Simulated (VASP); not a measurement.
# PtS2 (P-3m1) in VASP: single point with PBE+D3(BJ)

Aim: the single point of PtS2 with PBE+D3(BJ).

All numbers are computed with VASP 6.6.1; they aren't measurements. Logs are shortened: lines on timing, memory, paths and dates and some standing lists are left out, and cuts for length are marked.

## (1) The cell of the first run

It takes space group P-3m1 (No. 164, trigonal). The conventional cell has a = 3.583 Å, b = 3.583 Å, c = 4.662 Å, α = 90.00°, β = 90.00°, γ = 120.00°. Within 3.2 Å of Pt (site symmetry -3m) lie 6 S at 2.39 Å. S (site symmetry 3m) has 3 Pt at 2.39 Å and 6 S at 3.06 to 3.18 Å within 3.2 Å.

## (2) Single point, PBE+D3(BJ)

INCAR

```
SYSTEM = PtS2
PREC = Accurate
ENCUT = 520
EDIFF = 1E-7
ISMEAR = 0
SIGMA = 0.02
LREAL = .FALSE.
LASPH = .TRUE.
NELM = 60
ALGO = Normal
ISIF = 2
LWAVE = .FALSE.
LCHARG = .TRUE.
GGA = PE
IVDW = 12
LELF = .TRUE.
LVHAR = .TRUE.
NBANDS = 18
```

KPOINTS

```
regular mesh
0
G
  12 12 8
  0 0 0
```

POSCAR

```
PtS2
1.0
    3.5833083368      0.0000000000      0.0000000000
   -1.7916541684      3.1032360493      0.0000000000
    0.0000000000      0.0000000000      4.6622743269
Pt S
1 2
Direct
    0.0000000000      0.0000000000      0.0000000000
    0.3333333333      0.6666666667      0.2587517426
    0.6666666667      0.3333333333      0.7412482574
```

Potentials or basis: VASP PAW PBE potentials, release 64 (Pt, S).

Launch:

```sh
cat potpaw_PBE.64/Pt/POTCAR potpaw_PBE.64/S/POTCAR > POTCAR
mpirun -np 1 vasp_std > vasp.out
```

OUTCAR:

```text
SYSTEM = PtS2
   PREC = Accurate
   ENCUT = 520
   EDIFF = 1E-7
   ISMEAR = 0
   LREAL = .FALSE.
   LASPH = .TRUE.
   NELM = 60
   ISIF = 2
   GGA = PE
   IVDW = 12
 IVDW          = 12

 ion  position               nearest neighbor table
   1  0.000  0.000  0.000-   2 2.39   3 2.39   3 2.39   2 2.39   3 2.39   2 2.39
   2  0.333  0.667  0.259-   1 2.39   1 2.39   1 2.39
   3  0.667  0.333  0.741-   1 2.39   1 2.39   1 2.39

  LATTYP: Found a hexagonal cell.
 ALAT       =     3.5833083368
 C/A-ratio  =     1.3011088884

  Lattice vectors:

 A1 = (   3.5833083368,   0.0000000000,   0.0000000000)
 A2 = (  -1.7916541684,   3.1032360493,   0.0000000000)
 A3 = (   0.0000000000,   0.0000000000,   4.6622743269)

Analysis of symmetry for initial positions (statically):
=====================================================================
 Subroutine PRICEL returns:
 Original cell was already a primitive cell.

 Routine SETGRP: Setting up the symmetry group for a
 hexagonal supercell.

 Subroutine GETGRP returns: Found 12 space group operations
 (whereof 12 operations were pure point group operations)
 out of a pool of 24 trial point group operations.

The static configuration has the point symmetry D_3d.

Analysis of symmetry for dynamics (positions and initial velocities):
=====================================================================
 Subroutine PRICEL returns:
 Original cell was already a primitive cell.

 Routine SETGRP: Setting up the symmetry group for a
 hexagonal supercell.

 Subroutine GETGRP returns: Found 12 space group operations
 (whereof 12 operations were pure point group operations)
 out of a pool of 24 trial point group operations.

The dynamic configuration has the point symmetry D_3d.

 Subroutine INISYM returns: Found 12 space group operations
 (whereof 12 operations are pure point group operations),
 and found     1 'primitive' translations

----------------------------------------------------------------------------------------

                                     Primitive cell

  volume of cell :      51.8438

  direct lattice vectors                    reciprocal lattice vectors
     3.583308337  0.000000000  0.000000000     0.279071714  0.161122129  0.000000000
[... 84 lines left out ...]
   LSORBIT =      F    spin-orbit coupling
   LASPH  =      T    aspherical Exc in radial PAW
   ENCUT  =  520.0 eV  38.22 Ry    6.18 a.u.   6.66  6.66  8.67*2*pi/ulx,y,z
   NELM   =     60;   NELMIN=  2; NELMDL= -5     # of ELM steps
   EDIFF  = 0.1E-06   stopping-criterion for ELM
   LREAL  =      F    real-space projection
   EDIFFG = 0.1E-05   stopping-criterion for IOM
   NSW    =      0    number of steps for IOM
   IBRION =     -1    ionic relax: 0-MD 1-quasi-New 2-CG
   NFREE  =      0    steps in history (QN), initial steepest desc. (CG)
   ISIF   =      2    stress and relaxation
   ISYM   =      2    0-nonsym 1-usesym 2-fastsym
   POTIM  = 0.5000    time-step for ionic-motion
   TEBEG  =    0.0;   TEEND  =   0.0 temperature during run
   PSTRESS=    0.0 pullay stress
   NELECT =      22.0000    total number of electrons
   NUPDOWN=      -1.0000    fix difference up-down
   EMIN   =  10.00;   EMAX   =-10.00  energy-range for DOS
   EFERMI =   0.00;   METHOD = LEGACY
   ISMEAR =     0;   SIGMA  =   0.02  broadening in eV -4-tet -1-fermi 0-gaus
   EFERMI_NEDOS =   21; number of points for ismear=-14 and -15
   IALGO  =     38    algorithm
   IMIX   =      4    mixing-type and parameters
     AMIX     =   0.40;   BMIX     =  1.00
     AMIX_MAG =   1.60;   BMIX_MAG =  1.00
  volume/ion in A,a.u.               =      17.28       116.62
  Fermi-wavevector in a.u.,A,eV,Ry     =   1.230222  2.324782 20.591682  1.513446
  Thomas-Fermi vector in A             =   2.365079
   LORBIT       =      0    0 simple, 1 ext, 2 COOP (PROOUT), +10 PAW based schemes
   GGA     = PE    functional components
   LHFCALC =     F    Hartree Fock is set to
   AEXX    =    0.0000 exact exchange contribution
   IVDW    =    12    specifies the selected vdW correction
   LEPSILON=     F    determine dielectric tensor
   LRPA    =     F    only Hartree local field effects (RPA)
 non-spin polarized calculation
 Gauss-broadening in eV      SIGMA  =   0.02
  energy-cutoff  :      520.00
  volume of cell :       51.84
 maximum number of plane-waves:      1421
 NGX is ok and might be reduce to    28
   NGX = 13   NGY = 13   NGZ = 17

 number of electron      21.9999997 magnetization

 Free energy of the ion-electron system (eV)
  ---------------------------------------------------
  ext. energy  EPLUGINS =         0.00000000
  ---------------------------------------------------
  free energy    TOTEN  =       -15.31598496 eV

  energy without entropy =      -15.31598219  energy(sigma->0) =      -15.31598358

 E-fermi :   8.0341     XC(G=0): -11.0439

 val. band max:        8.0052435320   @ k =   0.0000   0.0000   0.0000
 cond. band min:       8.0724465400   @ k =   0.0000   0.3333   0.2500
 fundamental gap:      0.0672030080
 Fermi energy:         8.0340953558

 k-point     1 :       0.0000    0.0000    0.0000
  band No.  band energies     occupation
      1      -7.9904      2.00000
      2      -4.5655      2.00000
      3       0.3363      2.00000
      4       0.8889      2.00000
      5       0.8889      2.00000
      6       3.7293      2.00000
[... 481 lines left out ...]
      5       1.5476      2.00000
      6       3.0121      2.00000
[... 10 lines left out ...]
     17      16.7621      0.00000
     18      17.0453      0.00000

 [... further k-points ...]

------------------------ aborting loop because EDIFF is reached ----------------------------------------

 Edisp (eV)   -1.35423

 E8    (eV) :    -0.5437

  FORCE on cell =-STRESS in cart. coord.  units (eV):
  Direction    XX          YY          ZZ          XY          YZ          ZX
  --------------------------------------------------------------------------------------
  -------------------------------------------------------------------------------------
  Total      -0.18030    -0.18030    -0.10014    -0.00000    -0.00000     0.00000
  in kB      -5.57208    -5.57208    -3.09477    -0.00000    -0.00000     0.00000
  external pressure =       -4.75 kB  Pullay stress =        0.00 kB

 VOLUME and BASIS-vectors are now :
 -----------------------------------------------------------------------------
  energy-cutoff  :      520.00
  volume of cell :       51.84
      direct lattice vectors                 reciprocal lattice vectors
     3.583308337  0.000000000  0.000000000     0.279071714  0.161122129  0.000000000
    -1.791654168  3.103236049  0.000000000     0.000000000  0.322244259  0.000000000
     0.000000000  0.000000000  4.662274327     0.000000000  0.000000000  0.214487593

 POSITION                                       TOTAL-FORCE (eV/Angst)
 -----------------------------------------------------------------------------------
      0.00000      0.00000      0.00000         0.000000      0.000000     -0.000000
     -0.00000      2.06882      1.20637        -0.000000     -0.000000     -0.043399
      1.79165      1.03441      3.45590         0.000000      0.000000      0.043399
 -----------------------------------------------------------------------------------
    total drift:                                0.000000     -0.000000      0.000000

  FREE ENERGIE OF THE ION-ELECTRON SYSTEM (eV)
  ---------------------------------------------------
  free  energy   TOTEN  =       -16.6702114350 eV

  energy  without entropy=      -16.6702086680  energy(sigma->0) =      -16.67021005
```

OSZICAR:

```text
N       E                     dE             d eps       ncg     rms          rms(c)
DAV:   1     0.110797721688E+03    0.11080E+03   -0.10519E+04  4772   0.110E+03
DAV:   2    -0.113715978008E+02   -0.12217E+03   -0.11789E+03  5726   0.222E+02
DAV:   3    -0.165579997425E+02   -0.51864E+01   -0.51472E+01  5952   0.461E+01
DAV:   4    -0.166102913218E+02   -0.52292E-01   -0.52261E-01  6186   0.515E+00
DAV:   5    -0.166110026360E+02   -0.71131E-03   -0.71127E-03  6054   0.587E-01    0.180E+01
DAV:   6    -0.155926603964E+02    0.10183E+01   -0.62972E+00  4906   0.241E+01    0.124E+01
DAV:   7    -0.153338720464E+02    0.25879E+00   -0.12242E+00  4864   0.110E+01    0.590E+00
DAV:   8    -0.153186293791E+02    0.15243E-01   -0.64188E-02  5278   0.176E+00    0.129E+00
DAV:   9    -0.153157740978E+02    0.28553E-02   -0.79508E-03  5700   0.898E-01    0.212E-01
DAV:  10    -0.153159352519E+02   -0.16115E-03   -0.12207E-03  5726   0.223E-01    0.875E-02
DAV:  11    -0.153159810152E+02   -0.45763E-04   -0.48184E-05  5728   0.558E-02    0.431E-02
DAV:  12    -0.153159838201E+02   -0.28048E-05   -0.83187E-06  5788   0.249E-02    0.751E-03
DAV:  13    -0.153159848627E+02   -0.10426E-05   -0.81775E-07  5746   0.656E-03    0.348E-03
DAV:  14    -0.153159849814E+02   -0.11865E-06   -0.17467E-07  4998   0.287E-03    0.754E-04
DAV:  15    -0.153159849587E+02    0.22658E-07   -0.12757E-08  2976   0.876E-04
   1 F= -.16670211E+02 E0= -.16670210E+02  d E =-.276701E-05
```

stdout:

```text
POSCAR found type information on POSCAR PtS
 POSCAR found :  2 types and       3 ions
 scaLAPACK will be used
 LDA part: xc-table for (Slater+PW92), standard interpolation
 POSCAR, INCAR and KPOINTS ok, starting setup
 FFT: planning ... GRIDC
 FFT: planning ... GRID_SOFT
 FFT: planning ... GRID
 WAVECAR not read
 entering main loop
```

It took 2.7 min on 1 thread of AMD EPYC 7R13, shared host; peak memory 0.24 GiB.

Results:

- Free energy: -16.6702 eV
- Pressure: -0.5 GPa
- Largest force: 0.043 eV/Å
- Band gap on the k mesh: 0.07 eV, indirect (least direct gap 0.69 eV)
- Dispersion energy per atom: -0.451 eV

Forces in eV/Å, atoms in the order of the input:
```
Pt   0.000  0.000  0.000
S    0.000  0.000 -0.043
S    0.000  0.000  0.043
```

Stress tensor (GPa, compression positive):
```
-0.56  0.00  0.00
 0.00 -0.56  0.00
 0.00  0.00 -0.31
```

Caveat: spin-orbit coupling is left out, which moves the levels of the heavy elements. A k mesh can miss the band edges.
